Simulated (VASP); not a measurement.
# In (P6_3/mmc) in VASP: notebook

In is run at these levels: r2SCAN; tasks: single point.

Everything below comes from runs of VASP 6.6.1. Logs are shortened: lines on timing, memory, paths and dates and some standing lists are left out, and cuts for length are marked.

## 1. The cell of the first run

Symmetry: P6_3/mmc, No. 194, hexagonal system. Conventional cell: a = 3.451 Å, b = 3.451 Å, c = 11.080 Å, α = 90.00°, β = 90.00°, γ = 120.00°. Within 4.5 Å of In (site symmetry -3m) lie 12 In at 3.41 to 3.45 Å. In (site symmetry -6m2) has 12 In at 3.41 to 3.45 Å within 4.5 Å.

This isn't the form of In at room conditions, which is tetragonal.

## 2. Single point, r2SCAN

POSCAR reads:

```
In
1.0
    3.4512512931      0.0000000000      0.0000000000
   -1.7256256465      2.9888703771      0.0000000000
    0.0000000000      0.0000000000     11.0803465987
In
4
Direct
    0.0000000000      0.0000000000      0.0000000000
    0.3333333333      0.6666666667      0.2500000000
    0.0000000000      0.0000000000      0.5000000000
    0.6666666667      0.3333333333      0.7500000000
```

INCAR.step1 reads:

```
PREC     = Accurate       # precision mode
ENCUT    = 520            # plane-wave cutoff, eV
ISMEAR   = 1              # smearing method
SIGMA    = 0.15           # smearing width, eV
LREAL    = False          # projectors in reciprocal space
LASPH    = True           # aspherical terms in the spheres
NELM     = 100            # most SCF steps
NBANDS   = 34             # bands
GGA      = PE             # functional
ALGO     = Normal         # electronic algorithm
EDIFF    = 1E-4           # SCF threshold, eV
LWAVE    = True           # write WAVECAR
LCHARG   = False          # write CHGCAR
```

INCAR.step2 reads:

```
PREC     = Accurate       # precision mode
ENCUT    = 520            # plane-wave cutoff, eV
EDIFF    = 1E-6           # SCF threshold, eV
ISMEAR   = 1              # smearing method
SIGMA    = 0.15           # smearing width, eV
LREAL    = False          # projectors in reciprocal space
LASPH    = True           # aspherical terms in the spheres
NELM     = 100            # most SCF steps
ALGO     = Normal         # electronic algorithm
ISIF     = 2              # what is computed and relaxed
LWAVE    = False          # write WAVECAR
LCHARG   = False          # write CHGCAR
METAGGA  = R2SCAN         # meta-GGA
LMIXTAU  = True         
NBANDS   = 34             # bands
ISTART   = 1
```

KPOINTS reads:

```
Automatic mesh
0
Gamma
  8 8 3
```

Potentials or basis: VASP PAW PBE potentials, release 64 (In_d).

Launch:

```console
> cat potpaw_PBE.64/In_d/POTCAR > POTCAR
> cp INCAR.step1 INCAR
> mpirun -np 1 vasp_std > vasp.out
> cp INCAR.step2 INCAR
> mpirun -np 1 vasp_std > vasp.out
```

OUTCAR:

```text
PREC = Accurate
   ENCUT = 520
   EDIFF = 1E-6
   ISMEAR = 1
   LREAL = False
   LASPH = True
   NELM = 100
   ISIF = 2
   METAGGA = R2SCAN
   ISTART = 1

 ion  position               nearest neighbor table
   1  0.000  0.000  0.000-   2 3.41   4 3.41   4 3.41   2 3.41   4 3.41   2 3.41
   2  0.333  0.667  0.250-   1 3.41   3 3.41   1 3.41   3 3.41   1 3.41   3 3.41
   3  0.000  0.000  0.500-   2 3.41   4 3.41   4 3.41   2 3.41   4 3.41   2 3.41
   4  0.667  0.333  0.750-   1 3.41   3 3.41   1 3.41   3 3.41   1 3.41   3 3.41

  LATTYP: Found a hexagonal cell.
 ALAT       =     3.4512512931
 C/A-ratio  =     3.2105302274

  Lattice vectors:

 A1 = (   3.4512512931,   0.0000000000,   0.0000000000)
 A2 = (  -1.7256256465,   2.9888703771,   0.0000000000)
 A3 = (   0.0000000000,   0.0000000000,  11.0803465987)

Analysis of symmetry for initial positions (statically):
=====================================================================
 Subroutine PRICEL returns:
 Original cell was already a primitive cell.

 Routine SETGRP: Setting up the symmetry group for a
 hexagonal supercell.

 Subroutine GETGRP returns: Found 24 space group operations
 (whereof 12 operations were pure point group operations)
 out of a pool of 24 trial point group operations.

The static configuration has the point symmetry D_3d.
 The point group associated with its full space group is D_6h.

Analysis of symmetry for dynamics (positions and initial velocities):
=====================================================================
 Subroutine PRICEL returns:
 Original cell was already a primitive cell.

 Routine SETGRP: Setting up the symmetry group for a
 hexagonal supercell.

 Subroutine GETGRP returns: Found 24 space group operations
 (whereof 12 operations were pure point group operations)
 out of a pool of 24 trial point group operations.

The dynamic configuration has the point symmetry D_3d.
 The point group associated with its full space group is D_6h.

 Subroutine INISYM returns: Found 24 space group operations
 (whereof 12 operations are pure point group operations),
 and found     1 'primitive' translations

----------------------------------------------------------------------------------------

                                     Primitive cell

  volume of cell :     114.2976

  direct lattice vectors                    reciprocal lattice vectors
     3.451251293  0.000000000  0.000000000     0.289749982  0.167287281  0.000000000
    -1.725625646  2.988870377  0.000000000     0.000000000  0.334574563  0.000000000
     0.000000000  0.000000000 11.080346599     0.000000000  0.000000000  0.090249884

  length of vectors
     3.451251293  3.451250498 11.080346599     0.334574486  0.334574563  0.090249884

  position of ions in fractional coordinates (direct lattice)
     0.000000000  0.000000000  0.000000000
     0.333333333  0.666666667  0.250000000
     0.000000000  0.000000000  0.500000000
     0.666666667  0.333333333  0.750000000

  ion indices of the primitive-cell ions
   primitive index   ion index
                 1           1
                 2           2
                 3           3
                 4           4

----------------------------------------------------------------------------------------

 KPOINTS: Automatic mesh

Automatic generation of k-mesh.
 Grid dimensions read from file:
 generate k-points for:    8    8    3

 Generating k-lattice:

  Cartesian coordinates                     Fractional coordinates (reciprocal lattice)
     0.036218748  0.020910910  0.000000000     0.125000000  0.000000000  0.000000000
     0.000000000  0.041821820  0.000000000     0.000000000  0.125000000  0.000000000
     0.000000000  0.000000000  0.030083295     0.000000000  0.000000000  0.333333333

  Length of vectors
     0.041821811  0.041821820  0.030083295

  Shift w.r.t. Gamma in fractional coordinates (k-lattice)
     0.000000000  0.000000000  0.000000000

 Subroutine IBZKPT returns following result:
 ===========================================

 Found     20 irreducible k-points:

 Following reciprocal coordinates:
            Coordinates               Weight
  0.000000  0.000000  0.000000      1.000000
  0.125000 -0.000000  0.000000      6.000000
  0.250000 -0.000000  0.000000      6.000000
  0.375000 -0.000000  0.000000      6.000000
  0.500000 -0.000000  0.000000      3.000000
  0.125000  0.125000  0.000000      6.000000
[... 12 lines left out ...]
  0.250000  0.250000  0.333333     12.000000
  0.375000  0.250000  0.333333     12.000000
   k-points           NKPTS =     20   k-points in BZ     NKDIM =     20   number of bands    NBANDS=     34
   number of dos      NEDOS =    301   number of ions     NIONS =      4
   total plane-waves  NPLWV =  65856
   dimension x,y,z NGX =    28 NGY =   28 NGZ =   84
   dimension x,y,z NGXF=    56 NGYF=   56 NGZF=  168
   ions per type =               4
   NGX,Y,Z   is equivalent  to a cutoff of  13.49, 13.49, 12.60 a.u.
   NGXF,Y,Z  is equivalent  to a cutoff of  26.98, 26.98, 25.21 a.u.
 SYSTEM =  unknown system
   PREC   = accura    normal or accurate (medium, high low for compatibility)
   ISTART =      1    job   : 0-new  1-cont  2-samecut
   ICHARG =      0    charge: 1-file 2-atom 10-const
   ISPIN  =      1    spin polarized calculation?
   LNONCOLLINEAR =      F non collinear calculations
   LSORBIT =      F    spin-orbit coupling
   LASPH  =      T    aspherical Exc in radial PAW
   ENCUT  =  520.0 eV  38.22 Ry    6.18 a.u.   6.42  6.42 20.60*2*pi/ulx,y,z
   NELM   =    100;   NELMIN=  2; NELMDL=  0     # of ELM steps
   EDIFF  = 0.1E-05   stopping-criterion for ELM
   LREAL  =      F    real-space projection
   EDIFFG = 0.1E-04   stopping-criterion for IOM
   NSW    =      0    number of steps for IOM
   IBRION =     -1    ionic relax: 0-MD 1-quasi-New 2-CG
   NFREE  =      0    steps in history (QN), initial steepest desc. (CG)
   ISIF   =      2    stress and relaxation
   ISYM   =      2    0-nonsym 1-usesym 2-fastsym
   POTIM  = 0.5000    time-step for ionic-motion
   TEBEG  =    0.0;   TEEND  =   0.0 temperature during run
   PSTRESS=    0.0 pullay stress
   NELECT =      52.0000    total number of electrons
   NUPDOWN=      -1.0000    fix difference up-down
   EMIN   =  10.00;   EMAX   =-10.00  energy-range for DOS
   EFERMI =   0.00;   METHOD = LEGACY
   ISMEAR =     1;   SIGMA  =   0.15  broadening in eV -4-tet -1-fermi 0-gaus
   EFERMI_NEDOS =   21; number of points for ismear=-14 and -15
   IALGO  =     38    algorithm
   IMIX   =      4    mixing-type and parameters
     AMIX     =   0.40;   BMIX     =  1.00
     AMIX_MAG =   1.60;   BMIX_MAG =  1.00
  volume/ion in A,a.u.               =      28.57       192.83
  Fermi-wavevector in a.u.,A,eV,Ry     =   1.259110  2.379373 21.570099  1.585358
  Thomas-Fermi vector in A             =   2.392686
   LORBIT       =      0    0 simple, 1 ext, 2 COOP (PROOUT), +10 PAW based schemes
   METAGGA = R2SCAN    functional components
   LHFCALC =     F    Hartree Fock is set to
   AEXX    =    0.0000 exact exchange contribution
   IVDW    =     0    specifies the selected vdW correction
   LEPSILON=     F    determine dielectric tensor
   LRPA    =     F    only Hartree local field effects (RPA)
 non-spin polarized calculation
 Methfessel and Paxton  Order N= 1 SIGMA  =   0.15
  energy-cutoff  :      520.00
  volume of cell :      114.30
 maximum number of plane-waves:      3117
 NGX is ok and might be reduce to    28
   NGX = 13   NGY = 13   NGZ = 41

 number of electron      52.0000020 magnetization

 Free energy of the ion-electron system (eV)
  ---------------------------------------------------
  ext. energy  EPLUGINS =         0.00000000
  ---------------------------------------------------
  free energy    TOTEN  =       -90.18174772 eV

  energy without entropy =      -90.18183268  energy(sigma->0) =      -90.18177604

 E-fermi :   6.5148     XC(G=0): -10.6095

 val. band max:        6.5067244932   @ k =   0.2500   0.2500   0.0000
 cond. band min:       6.6723182507   @ k =   0.2500   0.1250   0.0000
 fundamental gap:      0.1655937575
 Fermi energy:         6.5148287745

 k-point     1 :       0.0000    0.0000    0.0000
  band No.  band energies     occupation
      1      -8.6714      2.00000
      2      -8.6434      2.00000
      3      -8.6305      2.00000
      4      -8.6305      2.00000
      5      -8.6218      2.00000
      6      -8.6131      2.00000
[... 26 lines left out ...]
     33      15.4964      0.00000
     34      16.5473      0.00000

 k-point     2 :       0.1250   -0.0000    0.0000
  band No.  band energies     occupation
      1      -8.6661      2.00000
      2      -8.6482      2.00000
      3      -8.6422      2.00000
      4      -8.6240      2.00000
      5      -8.6154      2.00000
      6      -8.6064      2.00000
[... 26 lines left out ...]
     33      14.5894      0.00000
     34      15.1383      0.00000

 k-point     3 :       0.2500   -0.0000    0.0000
  band No.  band energies     occupation
      1      -8.7157      2.00000
      2      -8.6803      2.00000
      3      -8.6669      2.00000
      4      -8.6298      2.00000
      5      -8.6169      2.00000
      6      -8.5929      2.00000
[... 26 lines left out ...]
     33      13.2253      0.00000
     34      13.2460      0.00000
[... 556 lines left out ...]
 k-point    19 :       0.2500    0.2500    0.3333
  band No.  band energies     occupation
      1      -8.6986      2.00000
      2      -8.6813      2.00000
      3      -8.6667      2.00000
      4      -8.6388      2.00000
      5      -8.6106      2.00000
      6      -8.6055      2.00000
[... 26 lines left out ...]
     33       9.6548      0.00000
     34      10.8598      0.00000

 k-point    20 :       0.3750    0.2500    0.3333
  band No.  band energies     occupation
      1      -8.7035      2.00000
      2      -8.7029      2.00000
      3      -8.6468      2.00000
      4      -8.6346      2.00000
      5      -8.6092      2.00000
      6      -8.5968      2.00000
[... 26 lines left out ...]
     33      10.3323      0.00000
     34      11.0109      0.00000

------------------------ aborting loop because EDIFF is reached ----------------------------------------

  FORCE on cell =-STRESS in cart. coord.  units (eV):
  Direction    XX          YY          ZZ          XY          YZ          ZX
  --------------------------------------------------------------------------------------
  -------------------------------------------------------------------------------------
  Total       -2.0859664     -2.0859651     -1.4584307     -0.0000000      0.0000000      0.0000000
  in kB      -29.2402363    -29.2402184    -20.4436946     -0.0000000      0.0000000      0.0000000
  external PRESSURE =     -26.3080498 kB  Pullay stress =       0.0000000 kB

 VOLUME and BASIS-vectors are now :
 -----------------------------------------------------------------------------
  energy-cutoff  :      520.00
  volume of cell :      114.30
      direct lattice vectors                 reciprocal lattice vectors
     3.451251293  0.000000000  0.000000000     0.289749982  0.167287281  0.000000000
    -1.725625646  2.988870377  0.000000000     0.000000000  0.334574563  0.000000000
     0.000000000  0.000000000 11.080346599     0.000000000  0.000000000  0.090249884

 POSITION                                       TOTAL-FORCE (eV/Angst)
 -----------------------------------------------------------------------------------
      0.00000      0.00000      0.00000         0.000000      0.000000      0.000000
     -0.00000      1.99258      2.77009        -0.000000      0.000000     -0.000000
      0.00000      0.00000      5.54017         0.000000      0.000000      0.000000
      1.72563      0.99629      8.31026         0.000000     -0.000000      0.000000
 -----------------------------------------------------------------------------------
    total drift:                                0.000000     -0.000000      0.000000

  FREE ENERGIE OF THE ION-ELECTRON SYSTEM (eV)
  ---------------------------------------------------
  free  energy   TOTEN  =       -90.1817477207 eV

  energy  without entropy=      -90.1818326831  energy(sigma->0) =      -90.18177604
```

Wall time 6.4 min (1 thread of Intel Xeon 8259CL, shared host); peak memory 0.29 GiB.

Results:

| Property | Result |
| --- | --- |
| Free energy | -90.1817 eV |
| Pressure | -2.6 GPa |
| Band gap on the k mesh | zero (bands 26 and 27 overlap by 4.45 eV) |

Caveat: the PAW data sets were made with another functional, which shifts forces and pressure a little; spin-orbit coupling is left out, which moves the levels of the heavy elements.

## 3. Single point, r2SCAN

This run uses another cell than the first one, of 29.63 Å³/atom.

POSCAR reads:

```
In
1.0
    3.4933438719      0.0000000000      0.0000000000
   -1.7466719360      3.0253236085      0.0000000000
    0.0000000000      0.0000000000     11.2154860953
In
4
Direct
    0.0000000000      0.0000000000      0.0000000000
    0.3333333333      0.6666666667      0.2500000000
    0.0000000000      0.0000000000      0.5000000000
    0.6666666667      0.3333333333      0.7500000000
```

INCAR.step1 reads:

```
SYSTEM = In
  PREC = Accurate
  ENCUT = 520
  ISMEAR = 1
  SIGMA = 0.15
  LREAL = .FALSE.
  LASPH = .TRUE.
  NELM = 80
  NBANDS = 34
  GGA = PE
  ALGO = Normal
  EDIFF = 1E-4
  LWAVE = .TRUE.
  LCHARG = .FALSE.
```

INCAR.step2 reads:

```
SYSTEM = In
  PREC = Accurate
  ENCUT = 520
  EDIFF = 1E-6
  ISMEAR = 1
  SIGMA = 0.15
  LREAL = .FALSE.
  LASPH = .TRUE.
  NELM = 80
  ALGO = Normal
  ISIF = 2
  LWAVE = .FALSE.
  LCHARG = .FALSE.
  METAGGA = R2SCAN
  LMIXTAU = .TRUE.
  NBANDS = 34
  ISTART = 1
```

KPOINTS reads:

```
Automatic mesh
0
G
  8 8 3
  0 0 0
```

Potentials or basis: VASP PAW PBE potentials, release 64 (In_d).

Launch:

```console
> cat potpaw_PBE.64/In_d/POTCAR > POTCAR
> cp INCAR.step1 INCAR
> mpirun -np 1 vasp_std > vasp.out
> cp INCAR.step2 INCAR
> mpirun -np 1 vasp_std > vasp.out
```

Run time: 8.1 min. Hardware: 1 thread of Intel Xeon 8259CL, shared host; peak memory 0.29 GiB.

The run converged. Its results:

```yaml
Free_energy: -90.1014 eV
Pressure: -3.6 GPa
Band_gap_on_the_k_mesh: zero (bands 26 and 27 overlap by 4.34 eV)
```

Stress tensor (GPa, compression positive):
```
-3.82  0.00  0.00
 0.00 -3.82  0.00
 0.00  0.00 -3.05
```

Levels at points of the mesh, in eV from the Fermi level:
```csv
k point,band 21,band 22,band 23,band 24,band 25,band 26,band 27,band 28,band 29,band 30
"(0.00, 0.00, 0.00)",-9.16,-7.81,-7.80,-4.21,-2.96,3.26,3.27,7.76,7.76,8.58
"(0.50, 0.00, 0.00)",-4.81,-4.43,-3.65,-3.04,-2.77,-2.51,0.22,0.45,1.46,2.37
```

Caveat: the cell stands under tension; the PAW data sets were made with another functional, which shifts forces and pressure a little; spin-orbit coupling is left out, which moves the levels of the heavy elements.
